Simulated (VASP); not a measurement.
## HfH3: relaxation of cell and atoms with LDA

HfH3:

```
Hf H
1.0
    -1.52651    1.52651    3.03403
     1.52651   -1.52651    3.03403
     1.52651    1.52651   -3.03403
Hf H
1 3
Direct
  0.00000 0.00000 0.00000
  0.75000 0.25000 0.50000
  0.25000 0.75000 0.50000
  0.50000 0.50000 0.00000
```

| Item | Value |
| --- | --- |
| Program | VASP 6.6.1 |
| Task | relaxation of cell and atoms |
| Functional | LDA |
| Potentials or basis | VASP PAW LDA potentials, release 64 (Hf_pv, H) |
| Cutoff | 600 eV |
| k mesh | 12 × 12 × 12 |
| Occupations | methfessel-paxton, width 0.1 eV |
| Spin | no spin polarisation |
| Dipole correction | no |
| Further INCAR settings | ALGO = Normal; EDIFF = 1e-07; IBRION = 2; EDIFFG = -0.05; NSW = 80; ISIF = 3 |

The relaxed volume is 6.66 Å³/atom. The relaxed cell is a = 3.612 Å, b = 3.612 Å, c = 3.612 Å, α = 130.48°, β = 130.48°, γ = 72.63° and the space group after relaxing (to 0.1 Å) is I4/mmm (No. 139). The energy gained by relaxing is 12.0 meV/atom, the ionic steps are 5 and the pressure after relaxing is 0.0 GPa. The band gap on the k mesh is zero (an odd number of electrons rules out a gap without spin polarisation).

Stress tensor (GPa, compression positive):
```
-0.10  0.00  0.00
 0.00 -0.10  0.00
 0.00  0.00  0.09
```

The path:
```csv
step,energy change (eV),largest force (eV/Å),pressure (GPa),volume (Å³)
1,0.0000,0.0000,-7.79,28.28
2,-0.0412,0.0000,-0.79,26.90
3,-0.0420,0.0000,0.40,26.70
4,-0.0459,0.0000,0.20,26.67
5,-0.0478,0.0000,-0.04,26.63
```

Final structure:
```
Hf H
1.0
    -1.51250    1.51250    2.91006
     1.51250   -1.51250    2.91006
     1.51250    1.51250   -2.91006
Hf H
1 3
Direct
  0.00000 0.00000 0.00000
  0.75000 0.25000 0.50000
  0.25000 0.75000 0.50000
  0.50000 0.50000 0.00000
```

Levels at points of the mesh, in eV from the Fermi level:
```tsv
k point	band 2	band 3	band 4	band 5	band 6	band 7	band 8	band 9	band 10
(0.00, 0.00, 0.00)	-31.04	-31.04	-12.81	-3.59	-2.12	-0.80	0.51	0.51	4.11
(0.50, 0.00, 0.00)	-31.49	-31.00	-8.72	-7.04	-2.38	-1.62	0.52	2.89	3.13
(0.50, 0.50, 0.00)	-31.63	-31.44	-8.04	-7.48	-4.72	1.28	1.49	3.49	5.74
(0.50, 0.50, 0.50)	-31.10	-31.10	-8.74	-7.77	-5.62	3.84	3.84	4.09	4.60
```

It took 91 s on 1 thread of Intel(R) Xeon(R) 6975P-C (Granite Rapids) (shared host), peak memory 0.2 GiB.

Caveat: spin-orbit coupling is left out, which moves the levels of the heavy elements; an odd number of electrons without spin polarisation forces a metal; a magnetic or distorted state may lie lower.
